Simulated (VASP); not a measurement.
# ScHO2 (P6_3mc) in VASP: single point with PBEsol

Aim: the single point of ScHO2 with PBEsol.

All numbers are computed with VASP 6.6.1; they aren't measurements. Logs are shortened: lines on timing, memory, paths and dates and some standing lists are left out, and cuts for length are marked.

## Step 1: The cell of the first run

Symmetry: P6_3mc, No. 186, hexagonal system. Conventional cell: a = 3.199 Å, b = 3.199 Å, c = 9.265 Å, α = 90.00°, β = 90.00°, γ = 120.00°. Within 2.7 Å of Sc (site symmetry 3m) lie 6 O at 2.06 to 2.17 Å. Within 1.4 Å of H (site symmetry 3m) lie 1 O at 1.03 Å. O (site symmetry 3m) has 1 H at 1.55 Å and 3 Sc at 2.06 Å within 2.1 Å. O (site symmetry 3m) has 1 H at 1.03 Å within 1.4 Å.

## Step 2: Single point, PBEsol (atoms displaced along a vibrational mode, then relaxed in part)

INCAR

```
SYSTEM = ScHO2
PREC = Accurate
ENCUT = 910
EDIFF = 1E-6
ISMEAR = 0
SIGMA = 0.05
LREAL = .FALSE.
LASPH = .TRUE.
NELM = 120
ALGO = Normal
ISIF = 2
LWAVE = .FALSE.
LCHARG = .FALSE.
GGA = PS
NBANDS = 34
GGA_COMPAT = .FALSE.
```

KPOINTS

```
regular mesh
0
G
  12 12 4
  0 0 0
```

POSCAR

```
ScHO2
1.0
    3.1990857284      0.0000000000      0.0000000000
   -1.5995428642      2.7704895097      0.0000000000
    0.0000000000      0.0000000000      9.2649554038
Sc H O
2 2 4
Direct
    0.0000000000      0.0000000000      0.5056721708
    0.0000000000      0.0000000000      0.0056721708
    0.6666666667      0.3333333333      0.7715732400
    0.3333333333      0.6666666667      0.2715732400
    0.6666666667      0.3333333333      0.6038768349
    0.6666666667      0.3333333333      0.8825414714
    0.3333333333      0.6666666667      0.1038768349
    0.3333333333      0.6666666667      0.3825414714
```

Potentials or basis: VASP PAW PBE potentials, release 64 (Sc_sv, H_h, O_h).

The run is started by

```sh
cat potpaw_PBE.64/Sc_sv/POTCAR potpaw_PBE.64/H_h/POTCAR potpaw_PBE.64/O_h/POTCAR > POTCAR
mpirun -np 1 vasp_std > vasp.out
```

OUTCAR:

```text
SYSTEM = ScHO2
   PREC = Accurate
   ENCUT = 910
   EDIFF = 1E-6
   ISMEAR = 0
   LREAL = .FALSE.
   LASPH = .TRUE.
   NELM = 120
   ISIF = 2
   GGA = PS

 ion  position               nearest neighbor table
   1  0.000  0.000  0.506-   5 2.06   5 2.06   5 2.06   8 2.17   8 2.17   8 2.17
   2  0.000  0.000  0.006-   7 2.06   7 2.06   7 2.06   6 2.17   6 2.17   6 2.17
   3  0.667  0.333  0.772-   6 1.03
   4  0.333  0.667  0.272-   8 1.03
   5  0.667  0.333  0.604-   1 2.06   1 2.06   1 2.06
   6  0.667  0.333  0.883-   3 1.03   2 2.17   2 2.17   2 2.17
   7  0.333  0.667  0.104-   2 2.06   2 2.06   2 2.06
   8  0.333  0.667  0.383-   4 1.03   1 2.17   1 2.17   1 2.17

  LATTYP: Found a hexagonal cell.
 ALAT       =     3.1990857284
 C/A-ratio  =     2.8961260155

  Lattice vectors:

 A1 = (   3.1990857284,   0.0000000000,   0.0000000000)
 A2 = (  -1.5995428642,   2.7704895097,   0.0000000000)
 A3 = (   0.0000000000,   0.0000000000,   9.2649554038)

Analysis of symmetry for initial positions (statically):
=====================================================================
 Subroutine PRICEL returns:
 Original cell was already a primitive cell.

 Routine SETGRP: Setting up the symmetry group for a
 hexagonal supercell.

 Subroutine GETGRP returns: Found 12 space group operations
 (whereof  6 operations were pure point group operations)
 out of a pool of 24 trial point group operations.

The static configuration has the point symmetry C_3v.
 The point group associated with its full space group is C_6v.

Analysis of symmetry for dynamics (positions and initial velocities):
=====================================================================
 Subroutine PRICEL returns:
 Original cell was already a primitive cell.

 Routine SETGRP: Setting up the symmetry group for a
 hexagonal supercell.

 Subroutine GETGRP returns: Found 12 space group operations
 (whereof  6 operations were pure point group operations)
 out of a pool of 24 trial point group operations.

The dynamic configuration has the point symmetry C_3v.
 The point group associated with its full space group is C_6v.

 Subroutine INISYM returns: Found 12 space group operations
 (whereof  6 operations are pure point group operations),
 and found     1 'primitive' translations

[... 111 lines left out ...]
   NFREE  =      0    steps in history (QN), initial steepest desc. (CG)
   ISIF   =      2    stress and relaxation
   ISYM   =      2    0-nonsym 1-usesym 2-fastsym
   POTIM  = 0.5000    time-step for ionic-motion
   TEBEG  =    0.0;   TEEND  =   0.0 temperature during run
   PSTRESS=    0.0 pullay stress
   NELECT =      48.0000    total number of electrons
   NUPDOWN=      -1.0000    fix difference up-down
   EMIN   =  10.00;   EMAX   =-10.00  energy-range for DOS
   EFERMI =   0.00;   METHOD = LEGACY
   ISMEAR =     0;   SIGMA  =   0.05  broadening in eV -4-tet -1-fermi 0-gaus
   EFERMI_NEDOS =   21; number of points for ismear=-14 and -15
   IALGO  =     38    algorithm
   IMIX   =      4    mixing-type and parameters
     AMIX     =   0.40;   BMIX     =  1.00
     AMIX_MAG =   1.60;   BMIX_MAG =  1.00
  volume/ion in A,a.u.               =      10.26        69.27
  Fermi-wavevector in a.u.,A,eV,Ry     =   1.368821  2.586697 25.492842  1.873671
  Thomas-Fermi vector in A             =   2.494751
   LORBIT       =      0    0 simple, 1 ext, 2 COOP (PROOUT), +10 PAW based schemes
   GGA     = PS    functional components
   LHFCALC =     F    Hartree Fock is set to
   AEXX    =    0.0000 exact exchange contribution
   IVDW    =     0    specifies the selected vdW correction
   LEPSILON=     F    determine dielectric tensor
   LRPA    =     F    only Hartree local field effects (RPA)
 non-spin polarized calculation
 Gauss-broadening in eV      SIGMA  =   0.05
  energy-cutoff  :      910.00
  volume of cell :       82.12
 maximum number of plane-waves:      5148
 NGX is ok and might be reduce to    32
   NGX = 15   NGY = 15   NGZ = 45

 number of electron      48.0000004 magnetization

 Free energy of the ion-electron system (eV)
  ---------------------------------------------------
  ext. energy  EPLUGINS =         0.00000000
  ---------------------------------------------------
  free energy    TOTEN  =       -61.77466493 eV

  energy without entropy =      -61.77466493  energy(sigma->0) =      -61.77466493

 E-fermi :   1.6489     XC(G=0): -10.3451

 val. band max:        1.3187842715   @ k =   0.0000   0.0000   0.0000
 cond. band min:       5.6605996273   @ k =   0.5000  -0.0000   0.0000
 fundamental gap:      4.3418153558
 Fermi energy:         1.6488893569

 k-point     1 :       0.0000    0.0000    0.0000
  band No.  band energies     occupation
      1     -45.3512      2.00000
      2     -45.3510      2.00000
      3     -24.2668      2.00000
      4     -24.2502      2.00000
      5     -23.8740      2.00000
      6     -23.8740      2.00000
[... 877 lines left out ...]
     33       9.5992      0.00000
     34       9.7079      0.00000

 [... further k-points ...]

------------------------ aborting loop because EDIFF is reached ----------------------------------------

  FORCE on cell =-STRESS in cart. coord.  units (eV):
  Direction    XX          YY          ZZ          XY          YZ          ZX
  --------------------------------------------------------------------------------------
  -------------------------------------------------------------------------------------
  Total        0.2965179      0.2965179      0.1607654      0.0000000      0.0000000      0.0000000
  in kB        5.7854323      5.7854323      3.1367326      0.0000000      0.0000000      0.0000000
  external PRESSURE =       4.9025324 kB  Pullay stress =       0.0000000 kB

 VOLUME and BASIS-vectors are now :
 -----------------------------------------------------------------------------
  energy-cutoff  :      910.00
  volume of cell :       82.12
      direct lattice vectors                 reciprocal lattice vectors
     3.199085728  0.000000000  0.000000000     0.312589310  0.180473522  0.000000000
    -1.599542864  2.770489510  0.000000000     0.000000000  0.360947044  0.000000000
     0.000000000  0.000000000  9.264955404     0.000000000  0.000000000  0.107933601

 POSITION                                       TOTAL-FORCE (eV/Angst)
 -----------------------------------------------------------------------------------
      0.00000      0.00000      4.68503         0.000000     -0.000000     -0.014581
      0.00000      0.00000      0.05255        -0.000000     -0.000000     -0.014581
      1.59954      0.92350      7.14859         0.000000     -0.000000     -0.026296
     -0.00000      1.84699      2.51611        -0.000000     -0.000000     -0.026296
      1.59954      0.92350      5.59489         0.000000     -0.000000      0.085140
      1.59954      0.92350      8.17671         0.000000     -0.000000     -0.044263
     -0.00000      1.84699      0.96241        -0.000000      0.000000      0.085140
     -0.00000      1.84699      3.54423        -0.000000     -0.000000     -0.044263
 -----------------------------------------------------------------------------------
    total drift:                               -0.000000     -0.000000      0.001840

  FREE ENERGIE OF THE ION-ELECTRON SYSTEM (eV)
  ---------------------------------------------------
  free  energy   TOTEN  =       -61.7746649344 eV

  energy  without entropy=      -61.7746649344  energy(sigma->0) =      -61.77466493
```

stdout:

```text
POSCAR found type information on POSCAR ScH O
 POSCAR found :  3 types and       8 ions
 scaLAPACK will be used
 -----------------------------------------------------------------------------
|                                                                             |
|                                                                             |
|     You enforced a specific xc type in the INCAR file but a different       |
|     I HOPE YOU KNOW WHAT YOU ARE DOING!                                     |
|                                                                             |
 -----------------------------------------------------------------------------

 LDA part: xc-table for (Slater+PW92), standard interpolation
 POSCAR, INCAR and KPOINTS ok, starting setup
 FFT: planning ... GRIDC
 FFT: planning ... GRID_SOFT
 FFT: planning ... GRID
 WAVECAR not read
 entering main loop
```

It took 7.9 min on 1 thread of Intel Xeon Platinum 8259CL at 2.50GHz (Skylake/Cascade Lake), shared host; peak memory 0.49 GiB.

What came out:

```yaml
Free_energy: -61.7747 eV
Pressure: 0.5 GPa
Largest_force: 0.085 eV/Å
Band_gap_on_the_k_mesh: 4.34 eV (least direct gap 4.70 eV)
```

Forces on the atoms (eV/Å):
```
Sc   0.000  0.000 -0.015
Sc   0.000  0.000 -0.015
H    0.000  0.000 -0.026
H    0.000  0.000 -0.026
O    0.000  0.000  0.085
O    0.000  0.000 -0.044
O    0.000  0.000  0.085
O    0.000  0.000 -0.044
```

Stress tensor (GPa, compression positive):
```
0.58 0.00 0.00
0.00 0.58 0.00
0.00 0.00 0.31
```

Caveat: the cell differs from its parent crystal (atoms displaced along a vibrational mode, then relaxed in part); the PAW data sets were made with another functional, which shifts forces and pressure a little.
